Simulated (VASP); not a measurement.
# Li in VASP: single point with PBE

Aim: the single point of Li with PBE.

All numbers are computed with VASP 6.6.1; they aren't measurements. Logs are shortened: lines on timing, memory, paths and dates and some standing lists are left out, and cuts for length are marked.

### Step 1. The cell of the first run

The cell holds a slab with vacuum, 7 atoms: a = 3.500 Å, b = 3.500 Å, c = 30.500 Å, α = 90.00°, β = 90.00°, γ = 90.00°.

### Step 2. Single point, PBE

INCAR

```
SYSTEM = Li
PREC = Accurate
ENCUT = 520
EDIFF = 1E-7
ISMEAR = 0
SIGMA = 0.1
LREAL = .False.
LASPH = .True.
NELM = 100
ALGO = Normal
ISIF = 2
LWAVE = .False.
LCHARG = .True.
LDIPOL = .True.
IDIPOL = 3
DIPOL = 0.5 0.5 0.495
GGA = PE
LELF = .True.
LVHAR = .True.
LVACPOTAV = .True.
NBANDS = 20
```

KPOINTS

```
Automatic mesh
0
Gamma
  7 7 1
  0 0 0
```

POSCAR

```
Li
1.0
    3.5000000000      0.0000000000      0.0000000000
    0.0000000000      3.5000000000      0.0000000000
    0.0000000000      0.0000000000     30.5000002100
Li
7
Direct
    0.5000000000      0.5000000000      0.3278688502
    0.0000000000      0.0000000000      0.3852459001
    0.5000000000      0.5000000000      0.4426229501
    0.0000000000      0.0000000000      0.4965713828
    0.5000000000      0.5000000000      0.5491149107
    0.0000000000      0.0000000000      0.6031893869
    0.5000000000      0.5000000000      0.6608630571
```

Potentials or basis: VASP PAW PBE potentials, release 64 (Li_sv).

Command:

```console
> cat potpaw_PBE.64/Li_sv/POTCAR > POTCAR
> mpirun -np 1 vasp_std > vasp.out
```

OUTCAR:

```text
SYSTEM = Li
   PREC = Accurate
   ENCUT = 520
   EDIFF = 1E-7
   ISMEAR = 0
   LREAL = .False.
   LASPH = .True.
   NELM = 100
   ISIF = 2
   GGA = PE

 ion  position               nearest neighbor table
   1  0.500  0.500  0.328-
   2  0.000  0.000  0.385-
   3  0.500  0.500  0.443-
   4  0.000  0.000  0.497-
   5  0.500  0.500  0.549-
   6  0.000  0.000  0.603-
   7  0.500  0.500  0.661-

  LATTYP: Found a simple tetragonal cell.
 ALAT       =     3.5000000000
 C/A-ratio  =     8.7142857743

  Lattice vectors:

 A1 = (   3.5000000000,   0.0000000000,   0.0000000000)
 A2 = (   0.0000000000,   3.5000000000,   0.0000000000)
 A3 = (   0.0000000000,   0.0000000000,  30.5000002100)

Analysis of symmetry for initial positions (statically):
=====================================================================
 Subroutine PRICEL returns:
 Original cell was already a primitive cell.

 Routine SETGRP: Setting up the symmetry group for a
 simple tetragonal supercell.

 Subroutine GETGRP returns: Found  8 space group operations
 (whereof  8 operations were pure point group operations)
 out of a pool of 16 trial point group operations.

The static configuration has the point symmetry C_4v.

Analysis of symmetry for dynamics (positions and initial velocities):
=====================================================================
 Subroutine PRICEL returns:
 Original cell was already a primitive cell.

 Routine SETGRP: Setting up the symmetry group for a
 simple tetragonal supercell.

 Subroutine GETGRP returns: Found  8 space group operations
 (whereof  8 operations were pure point group operations)
 out of a pool of 16 trial point group operations.

The dynamic configuration has the point symmetry C_4v.

 Subroutine INISYM returns: Found  8 space group operations
 (whereof  8 operations are pure point group operations),
 and found     1 'primitive' translations

----------------------------------------------------------------------------------------

                                     Primitive cell

  volume of cell :     373.6250

  direct lattice vectors                    reciprocal lattice vectors
     3.500000000  0.000000000  0.000000000     0.285714286  0.000000000  0.000000000
     0.000000000  3.500000000  0.000000000     0.000000000  0.285714286  0.000000000
     0.000000000  0.000000000 30.500000210     0.000000000  0.000000000  0.032786885

  length of vectors
     3.500000000  3.500000000 30.500000210     0.285714286  0.285714286  0.032786885

  position of ions in fractional coordinates (direct lattice)
     0.500000000  0.500000000  0.327868850
     0.000000000  0.000000000  0.385245900
     0.500000000  0.500000000  0.442622950
     0.000000000  0.000000000  0.496571383
     0.500000000  0.500000000  0.549114911
     0.000000000  0.000000000  0.603189387
     0.500000000  0.500000000  0.660863057

  ion indices of the primitive-cell ions
   primitive index   ion index
                 1           1
                 2           2
                 3           3
                 4           4
                 5           5
                 6           6
                 7           7

----------------------------------------------------------------------------------------

 KPOINTS: Automatic mesh

Automatic generation of k-mesh.
 Grid dimensions read from file:
 generate k-points for:    7    7    1

 Generating k-lattice:

  Cartesian coordinates                     Fractional coordinates (reciprocal lattice)
     0.040816327  0.000000000  0.000000000     0.142857143  0.000000000  0.000000000
     0.000000000  0.040816327  0.000000000     0.000000000  0.142857143  0.000000000
     0.000000000  0.000000000  0.032786885     0.000000000  0.000000000  1.000000000

  Length of vectors
     0.040816327  0.040816327  0.032786885

  Shift w.r.t. Gamma in fractional coordinates (k-lattice)
     0.000000000  0.000000000  0.000000000

 Subroutine IBZKPT returns following result:
 ===========================================

 Found     10 irreducible k-points:

 Following reciprocal coordinates:
            Coordinates               Weight
  0.000000  0.000000  0.000000      1.000000
  0.142857  0.000000  0.000000      4.000000
  0.285714  0.000000  0.000000      4.000000
  0.428571  0.000000  0.000000      4.000000
  0.142857  0.142857  0.000000      4.000000
  0.285714  0.142857  0.000000      8.000000
  0.428571  0.142857  0.000000      8.000000
  0.285714  0.285714  0.000000      4.000000
  0.428571  0.285714  0.000000      8.000000
  0.428571  0.428571  0.000000      4.000000
   k-points           NKPTS =     10   k-points in BZ     NKDIM =     10   number of bands    NBANDS=     20
   number of dos      NEDOS =    301   number of ions     NIONS =      7
   total plane-waves  NPLWV = 188160
   dimension x,y,z NGX =    28 NGY =   28 NGZ =  240
   dimension x,y,z NGXF=    56 NGYF=   56 NGZF=  480
   ions per type =               7
   NGX,Y,Z   is equivalent  to a cutoff of  13.30, 13.30, 13.08 a.u.
   NGXF,Y,Z  is equivalent  to a cutoff of  26.60, 26.60, 26.16 a.u.
 SYSTEM =  Li
   PREC   = accura    normal or accurate (medium, high low for compatibility)
   ISTART =      0    job   : 0-new  1-cont  2-samecut
   ICHARG =      2    charge: 1-file 2-atom 10-const
   ISPIN  =      1    spin polarized calculation?
   LNONCOLLINEAR =      F non collinear calculations
   LSORBIT =      F    spin-orbit coupling
   LASPH  =      T    aspherical Exc in radial PAW
   ENCUT  =  520.0 eV  38.22 Ry    6.18 a.u.   6.51  6.51 56.71*2*pi/ulx,y,z
   NELM   =    100;   NELMIN=  2; NELMDL= -5     # of ELM steps
   EDIFF  = 0.1E-06   stopping-criterion for ELM
   LREAL  =      F    real-space projection
   EDIFFG = 0.1E-05   stopping-criterion for IOM
   NSW    =      0    number of steps for IOM
   IBRION =     -1    ionic relax: 0-MD 1-quasi-New 2-CG
   NFREE  =      0    steps in history (QN), initial steepest desc. (CG)
   ISIF   =      2    stress and relaxation
   ISYM   =      2    0-nonsym 1-usesym 2-fastsym
   POTIM  = 0.5000    time-step for ionic-motion
   TEBEG  =    0.0;   TEEND  =   0.0 temperature during run
   PSTRESS=    0.0 pullay stress
   NELECT =      21.0000    total number of electrons
   NUPDOWN=      -1.0000    fix difference up-down
   EMIN   =  10.00;   EMAX   =-10.00  energy-range for DOS
   EFERMI =   0.00;   METHOD = LEGACY
   ISMEAR =     0;   SIGMA  =   0.10  broadening in eV -4-tet -1-fermi 0-gaus
   EFERMI_NEDOS =   21; number of points for ismear=-14 and -15
   IALGO  =     38    algorithm
   IMIX   =      4    mixing-type and parameters
     AMIX     =   0.40;   BMIX     =  1.00
     AMIX_MAG =   1.60;   BMIX_MAG =  1.00
  volume/ion in A,a.u.               =      53.38       360.19
  Fermi-wavevector in a.u.,A,eV,Ry     =   0.627099  1.185045  5.350530  0.393253
  Thomas-Fermi vector in A             =   1.688581
   LORBIT       =      0    0 simple, 1 ext, 2 COOP (PROOUT), +10 PAW based schemes
   GGA     = PE    functional components
   LHFCALC =     F    Hartree Fock is set to
   AEXX    =    0.0000 exact exchange contribution
   IVDW    =     0    specifies the selected vdW correction
   LEPSILON=     F    determine dielectric tensor
   LRPA    =     F    only Hartree local field effects (RPA)
 non-spin polarized calculation
 Gauss-broadening in eV      SIGMA  =   0.10
  energy-cutoff  :      520.00
  volume of cell :      373.63
 maximum number of plane-waves:     10193
 NGX is ok and might be reduce to    28
   NGX = 13   NGY = 13   NGZ =113

 dipolmoment           0.000000      0.000000      0.000320 electrons x Angstroem

 number of electron      21.0000047 magnetization

 dipolmoment           0.000000      0.000000     -0.000271 electrons x Angstroem

 Free energy of the ion-electron system (eV)
  ---------------------------------------------------
  ext. energy  EPLUGINS =         0.00000000
  ---------------------------------------------------
  free energy    TOTEN  =       -12.61421531 eV

  energy without entropy =      -12.60218862  energy(sigma->0) =      -12.60820197

 E-fermi :  -1.4986     XC(G=0):  -3.3316

 val. band max:       -1.5258432382   @ k =   0.4286   0.0000   0.0000
 cond. band min:      -1.3755179958   @ k =   0.4286   0.0000   0.0000
 fundamental gap:      0.1503252424
 Fermi energy:        -1.4986188636

 k-point     1 :       0.0000    0.0000    0.0000
  band No.  band energies     occupation
      1     -48.9504      2.00000
      2     -48.9457      2.00000
      3     -48.2036      2.00000
      4     -48.1406      2.00000
      5     -48.1096      2.00000
      6     -48.0347      2.00000
[... 12 lines left out ...]
     19       3.5139      0.00000
     20       3.7685      0.00000

 k-point     2 :       0.1429    0.0000    0.0000
  band No.  band energies     occupation
      1     -48.9501      2.00000
      2     -48.9455      2.00000
      3     -48.2033      2.00000
      4     -48.1402      2.00000
      5     -48.1093      2.00000
      6     -48.0341      2.00000
[... 12 lines left out ...]
     19       2.5625      0.00000
     20       3.0994      0.00000

 k-point     3 :       0.2857    0.0000    0.0000
  band No.  band energies     occupation
      1     -48.9496      2.00000
      2     -48.9450      2.00000
      3     -48.2026      2.00000
      4     -48.1394      2.00000
      5     -48.1087      2.00000
      6     -48.0328      2.00000
[... 12 lines left out ...]
     19       2.5431      0.00000
     20       3.0149      0.00000

 k-point     4 :       0.4286    0.0000    0.0000
  band No.  band energies     occupation
      1     -48.9492      2.00000
      2     -48.9446      2.00000
      3     -48.2020      2.00000
      4     -48.1388      2.00000
      5     -48.1082      2.00000
      6     -48.0316      2.00000
[... 107 lines left out ...]
 k-point     9 :       0.4286    0.2857    0.0000
  band No.  band energies     occupation
      1     -48.9485      2.00000
      2     -48.9439      2.00000
      3     -48.2013      2.00000
      4     -48.1381      2.00000
      5     -48.1075      2.00000
      6     -48.0308      2.00000
[... 12 lines left out ...]
     19       2.8283      0.00000
     20       3.2466      0.00000

 k-point    10 :       0.4286    0.4286    0.0000
  band No.  band energies     occupation
      1     -48.9481      2.00000
      2     -48.9435      2.00000
      3     -48.2009      2.00000
      4     -48.1377      2.00000
      5     -48.1071      2.00000
      6     -48.0303      2.00000
[... 12 lines left out ...]
     19       2.2636      0.00000
     20       2.4898      0.00000

------------------------ aborting loop because EDIFF is reached ----------------------------------------

  FORCE on cell =-STRESS in cart. coord.  units (eV):
  Direction    XX          YY          ZZ          XY          YZ          ZX
  --------------------------------------------------------------------------------------
  -------------------------------------------------------------------------------------
  Total       -0.9659386     -0.9659386     -0.1455817      0.0000000      0.0000000      0.0000000
  in kB       -4.1421344     -4.1421344     -0.6242830      0.0000000      0.0000000      0.0000000
  external PRESSURE =      -2.9695173 kB  Pullay stress =       0.0000000 kB

 VOLUME and BASIS-vectors are now :
 -----------------------------------------------------------------------------
  energy-cutoff  :      520.00
  volume of cell :      373.63
      direct lattice vectors                 reciprocal lattice vectors
     3.500000000  0.000000000  0.000000000     0.285714286  0.000000000  0.000000000
     0.000000000  3.500000000  0.000000000     0.000000000  0.285714286  0.000000000
     0.000000000  0.000000000 30.500000210     0.000000000  0.000000000  0.032786885

 POSITION                                       TOTAL-FORCE (eV/Angst)
 -----------------------------------------------------------------------------------
      1.75000      1.75000     10.00000         0.000000      0.000000     -0.024304
      0.00000      0.00000     11.75000         0.000000     -0.000000      0.091450
      1.75000      1.75000     13.50000         0.000000      0.000000     -0.062584
      0.00000      0.00000     15.14543         0.000000     -0.000000     -0.029131
      1.75000      1.75000     16.74800         0.000000     -0.000000      0.038598
      0.00000      0.00000     18.39728         0.000000     -0.000000     -0.025163
      1.75000      1.75000     20.15632         0.000000     -0.000000      0.011135
 -----------------------------------------------------------------------------------
    total drift:                                0.000000      0.000000     -0.000600

  FREE ENERGIE OF THE ION-ELECTRON SYSTEM (eV)
  ---------------------------------------------------
  free  energy   TOTEN  =       -12.6142153145 eV

  energy  without entropy=      -12.6021886176  energy(sigma->0) =      -12.60820197

 vacuum level on the upper side and lower side of the slab         1.505         1.509
```

Wall time 4.8 min (1 thread of Intel Xeon 8259CL, shared host); peak memory 0.44 GiB.

Results:

| Item | Value |
| --- | --- |
| Free energy | -12.6142 eV |
| Largest force | 0.091 eV/Å |

Forces on the atoms (eV/Å):
```
Li   0.000  0.000 -0.024
Li   0.000  0.000  0.091
Li   0.000  0.000 -0.063
Li   0.000  0.000 -0.029
Li   0.000  0.000  0.039
Li   0.000  0.000 -0.025
Li   0.000  0.000  0.011
```

Levels at points of the mesh, in eV from the Fermi level:
```csv
k point,band 9,band 10,band 11,band 12,band 13,band 14
"(0.00, 0.00, 0.00)",-3.02,-2.29,-1.30,-0.25,0.80,1.93
```

Caveat: the cutoff is under 1.25 times the usual one of these potentials, so pressure, stress and relaxed cells hold a basis-set (Pulay) error.
